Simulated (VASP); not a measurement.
# V (Fm-3m) in VASP: single point with PBE

Aim: the single point of V with PBE.

All numbers are computed with VASP 6.6.1; they aren't measurements. Logs are shortened: lines on timing, memory, paths and dates and some standing lists are left out, and cuts for length are marked.

### 1 The cell of the first run

The structure is cubic, space group Fm-3m (No. 225). The conventional cell has a = 3.816 Å, b = 3.816 Å, c = 3.816 Å, α = 90.00°, β = 90.00°, γ = 90.00°. Within 3.6 Å of V (site symmetry m-3m) lie 12 V at 2.70 Å.

This isn't the form of V at room conditions, which is bcc.

### 2 Single point, PBE, non-collinear spin, typed start, spin-orbit coupling

File INCAR:

```
PREC = Accurate
ENCUT = 520
EDIFF = 1E-6
ISMEAR = 0
SIGMA = 0.05
LREAL = False
LASPH = True
NELM = 150
ALGO = Fast
ISIF = 2
LWAVE = False
LCHARG = False
MAGMOM = 0 0 0.05
LORBIT = 11
LSORBIT = True
GGA_COMPAT = False
LORBMOM = True
LMAXMIX = 4
GGA = PE
NBANDS = 24
```

File KPOINTS:

```
Automatic mesh
0
Gamma
  18 18 18
```

File POSCAR:

```
V
1.0
    0.0000000000      1.9079375059      1.9079375059
    1.9079375059      0.0000000000      1.9079375059
    1.9079375059      1.9079375059      0.0000000000
V
1
Direct
    0.0000000000      0.0000000000      0.0000000000
```

Potentials or basis: VASP PAW PBE potentials, release 64 (V_sv).

Started as:

```console
> cat potpaw_PBE.64/V_sv/POTCAR > POTCAR
> mpirun -np 1 vasp_ncl > vasp.out
```

OUTCAR:

```text
PREC = Accurate
   ENCUT = 520
   EDIFF = 1E-6
   ISMEAR = 0
   LREAL = False
   LASPH = True
   NELM = 150
   ISIF = 2
   LORBIT = 11
   LSORBIT = True
   GGA = PE

 ion  position               nearest neighbor table
   1  0.000  0.000  0.000-

  LATTYP: Found a face centered cubic cell.
 ALAT       =     3.8158750118

  Lattice vectors:

 A1 = (   0.0000000000,   1.9079375059,   1.9079375059)
 A2 = (   1.9079375059,   0.0000000000,   1.9079375059)
 A3 = (   1.9079375059,   1.9079375059,   0.0000000000)

Analysis of symmetry for initial positions (statically):
=====================================================================
 Subroutine PRICEL returns:
 Original cell was already a primitive cell.

 Routine SETGRP: Setting up the symmetry group for a
 face centered cubic supercell.

 Subroutine GETGRP returns: Found 48 space group operations
 (whereof 48 operations were pure point group operations)
 out of a pool of 48 trial point group operations.

The static configuration has the point symmetry O_h .

Analysis of symmetry for dynamics (positions and initial velocities):
=====================================================================
 Subroutine PRICEL returns:
 Original cell was already a primitive cell.

 Routine SETGRP: Setting up the symmetry group for a
 face centered cubic supercell.

 Subroutine GETGRP returns: Found 48 space group operations
 (whereof 48 operations were pure point group operations)
 out of a pool of 48 trial point group operations.

The dynamic configuration has the point symmetry O_h .

Analysis of structural, dynamic, and magnetic symmetry:
=====================================================================
 Subroutine PRICEL returns:
 Original cell was already a primitive cell.

 Routine SETGRP: Setting up the symmetry group for a
 face centered cubic supercell.

 Subroutine GETGRP returns: Found  8 space group operations
 (whereof  8 operations were pure point group operations)
 out of a pool of 48 trial point group operations.

The overall configuration has the point symmetry C_4h.

 Subroutine INISYM returns: Found  8 space group operations
 (whereof  8 operations are pure point group operations),
 and found     1 'primitive' translations

----------------------------------------------------------------------------------------

                                     Primitive cell

  volume of cell :      13.8906

  direct lattice vectors                    reciprocal lattice vectors
     0.000000000  1.907937506  1.907937506    -0.262063091  0.262063091  0.262063091
     1.907937506  0.000000000  1.907937506     0.262063091 -0.262063091  0.262063091
     1.907937506  1.907937506  0.000000000     0.262063091  0.262063091 -0.262063091

  length of vectors
     2.698231097  2.698231097  2.698231097     0.453906588  0.453906588  0.453906588

  position of ions in fractional coordinates (direct lattice)
     0.000000000  0.000000000  0.000000000

  ion indices of the primitive-cell ions
   primitive index   ion index
                 1           1

----------------------------------------------------------------------------------------

 KPOINTS: Automatic mesh

Automatic generation of k-mesh.
 Grid dimensions read from file:
 generate k-points for:   18   18   18

 Generating k-lattice:

  Cartesian coordinates                     Fractional coordinates (reciprocal lattice)
    -0.014559061  0.014559061  0.014559061     0.055555556  0.000000000  0.000000000
     0.014559061 -0.014559061  0.014559061     0.000000000  0.055555556  0.000000000
     0.014559061  0.014559061 -0.014559061     0.000000000  0.000000000  0.055555556

  Length of vectors
     0.025217033  0.025217033  0.025217033

  Shift w.r.t. Gamma in fractional coordinates (k-lattice)
     0.000000000  0.000000000  0.000000000

[... 41 lines left out ...]
   PREC   = accura    normal or accurate (medium, high low for compatibility)
   ISTART =      0    job   : 0-new  1-cont  2-samecut
   ICHARG =      2    charge: 1-file 2-atom 10-const
   ISPIN  =      1    spin polarized calculation?
   LNONCOLLINEAR =      T non collinear calculations
   LSORBIT =      T    spin-orbit coupling
   LASPH  =      T    aspherical Exc in radial PAW
   ENCUT  =  520.0 eV  38.22 Ry    6.18 a.u.   5.02  5.02  5.02*2*pi/ulx,y,z
   NELM   =    150;   NELMIN=  2; NELMDL= -5     # of ELM steps
   EDIFF  = 0.1E-05   stopping-criterion for ELM
   LREAL  =      F    real-space projection
   EDIFFG = 0.1E-04   stopping-criterion for IOM
   NSW    =      0    number of steps for IOM
   IBRION =     -1    ionic relax: 0-MD 1-quasi-New 2-CG
   NFREE  =      0    steps in history (QN), initial steepest desc. (CG)
   ISIF   =      2    stress and relaxation
   ISYM   =      2    0-nonsym 1-usesym 2-fastsym
   POTIM  = 0.5000    time-step for ionic-motion
   TEBEG  =    0.0;   TEEND  =   0.0 temperature during run
   PSTRESS=    0.0 pullay stress
   NELECT =      13.0000    total number of electrons
   NUPDOWN=      -1.0000    fix difference up-down
   EMIN   =  10.00;   EMAX   =-10.00  energy-range for DOS
   EFERMI =   0.00;   METHOD = LEGACY
   ISMEAR =     0;   SIGMA  =   0.05  broadening in eV -4-tet -1-fermi 0-gaus
   EFERMI_NEDOS =   21; number of points for ismear=-14 and -15
   IALGO  =     68    algorithm
   IMIX   =      4    mixing-type and parameters
     AMIX     =   0.40;   BMIX     =  1.00
     AMIX_MAG =   1.60;   BMIX_MAG =  1.00
  volume/ion in A,a.u.               =      13.89        93.74
  Fermi-wavevector in a.u.,A,eV,Ry     =   1.601334  3.026082 34.889000  2.564269
  Thomas-Fermi vector in A             =   2.698328
   LORBIT       =     11    0 simple, 1 ext, 2 COOP (PROOUT), +10 PAW based schemes
   GGA     = PE    functional components
   LHFCALC =     F    Hartree Fock is set to
   AEXX    =    0.0000 exact exchange contribution
   IVDW    =     0    specifies the selected vdW correction
   LEPSILON=     F    determine dielectric tensor
   LRPA    =     F    only Hartree local field effects (RPA)
 RMM-DIIS sequential band-by-band and
 Gauss-broadening in eV      SIGMA  =   0.05
  energy-cutoff  :      520.00
  volume of cell :       13.89
 maximum number of plane-waves:       776
   NGX =  9   NGY =  9   NGZ =  9

 number of electron      13.0000002 magnetization      -0.0000000      0.0000000      0.0011766

 number of electron      13.0000002 magnetization      -0.0000000     -0.0000000      0.0000813

 number of electron      13.0000002 magnetization       0.0000000      0.0000000      0.0000246

 Free energy of the ion-electron system (eV)
  ---------------------------------------------------
  ext. energy  EPLUGINS =         0.00000000
  ---------------------------------------------------
  free energy    TOTEN  =        -8.75908736 eV

  energy without entropy =       -8.75657366  energy(sigma->0) =       -8.75783051

 E-fermi :   9.6303     XC(G=0): -12.7412

 val. band max:        9.6281906071   @ k =  -0.3889   0.2222  -0.2778
 cond. band min:       9.6339064029   @ k =  -0.0556   0.0556   0.0000
 fundamental gap:      0.0057157958
 Fermi energy:         9.6303013610

 k-point     1 :       0.0000    0.0000    0.0000
  band No.  band energies     occupation
      1     -54.4350      1.00000
      2     -54.4349      1.00000
      3     -28.3523      1.00000
      4     -28.3523      1.00000
      5     -27.5110      1.00000
      6     -27.5110      1.00000
[... 637 lines left out ...]
     23      27.9274      0.00000
     24      27.9274      0.00000

 [... further k-points ...]
[... 5 lines left out ...]
  --------------------------------------------------------------------------------------
  -------------------------------------------------------------------------------------
  Total        0.0194970      0.0194970      0.0194860     -0.0000001     -0.0000000      0.0000000
  in kB        2.2488212      2.2488212      2.2475535     -0.0000089     -0.0000000      0.0000000
  external PRESSURE =       2.2483986 kB  Pullay stress =       0.0000000 kB

 VOLUME and BASIS-vectors are now :
 -----------------------------------------------------------------------------
  energy-cutoff  :      520.00
  volume of cell :       13.89
      direct lattice vectors                 reciprocal lattice vectors
     0.000000000  1.907937506  1.907937506    -0.262063091  0.262063091  0.262063091
     1.907937506  0.000000000  1.907937506     0.262063091 -0.262063091  0.262063091
     1.907937506  1.907937506  0.000000000     0.262063091  0.262063091 -0.262063091

 POSITION                                       TOTAL-FORCE (eV/Angst)
 -----------------------------------------------------------------------------------
      0.00000      0.00000      0.00000         0.000000      0.000000     -0.000000
 -----------------------------------------------------------------------------------
    total drift:                                0.000000      0.000000      0.000000

  FREE ENERGIE OF THE ION-ELECTRON SYSTEM (eV)
  ---------------------------------------------------
  free  energy   TOTEN  =        -8.7590873622 eV

  energy  without entropy=       -8.7565736561  energy(sigma->0) =       -8.75783051

 orbital moment (x)

 # of ion     p       d       tot
 ----------------------------------------
  1        -0.000  -0.000  -0.000
 ----------------------------------------
           -0.000  -0.000  -0.000

 orbital moment (y)

 # of ion     p       d       tot
 ----------------------------------------
  1        -0.000   0.000   0.000
 ----------------------------------------
           -0.000   0.000   0.000

 orbital moment (z)

 # of ion     p       d       tot
 ----------------------------------------
  1         0.000  -0.000  -0.000
 ----------------------------------------
            0.000  -0.000  -0.000

 Spin-Orbit-Coupling matrix elements

 Ion:    1  E_soc:     -0.0176557
 l=   1
     0.0000000    -0.0025671    -0.0025671
    -0.0025671     0.0000000    -0.0025671
    -0.0025671    -0.0025671     0.0000000
 l=   2
     0.0000000    -0.0000954     0.0000000    -0.0000954    -0.0002801
    -0.0000954     0.0000000    -0.0002100    -0.0000954    -0.0000700
     0.0000000    -0.0002100     0.0000000    -0.0002100     0.0000000
    -0.0000954    -0.0000954    -0.0002100     0.0000000    -0.0000700
    -0.0002801    -0.0000700     0.0000000    -0.0000700     0.0000000
 l=   3
     0.0000000     0.0000000     0.0000000     0.0000000     0.0000000     0.0000000     0.0000000
     0.0000000     0.0000000     0.0000000     0.0000000     0.0000000     0.0000000     0.0000000
     0.0000000     0.0000000     0.0000000     0.0000000     0.0000000     0.0000000     0.0000000
     0.0000000     0.0000000     0.0000000     0.0000000     0.0000000     0.0000000     0.0000000
     0.0000000     0.0000000     0.0000000     0.0000000     0.0000000     0.0000000     0.0000000
     0.0000000     0.0000000     0.0000000     0.0000000     0.0000000     0.0000000     0.0000000
     0.0000000     0.0000000     0.0000000     0.0000000     0.0000000     0.0000000     0.0000000

 total charge

# of ion       s       p       d       tot
------------------------------------------
    1        2.342   6.224   3.025  11.591

 magnetization (x)

# of ion       s       p       d       tot
------------------------------------------
    1        0.000   0.000   0.000   0.000

 magnetization (y)

# of ion       s       p       d       tot
------------------------------------------
    1        0.000   0.000   0.000   0.000

 magnetization (z)

# of ion       s       p       d       tot
------------------------------------------
    1       -0.000  -0.000   0.000   0.000
```

Wall time 5 min (1 thread of Intel Xeon Platinum 8375C at 2.90GHz (Ice Lake), shared host); peak memory 0.44 GiB.

Results:

```yaml
Free_energy: -8.7591 eV
Pressure: 0.2 GPa
Net_moment: 0.00 μB per cell
Valence_electrons_inside_the_program's_atomic_spheres: V 11.59
```

Moments on the atoms (μB; x, y, z):
```
V   0.00 0.00 0.00
```
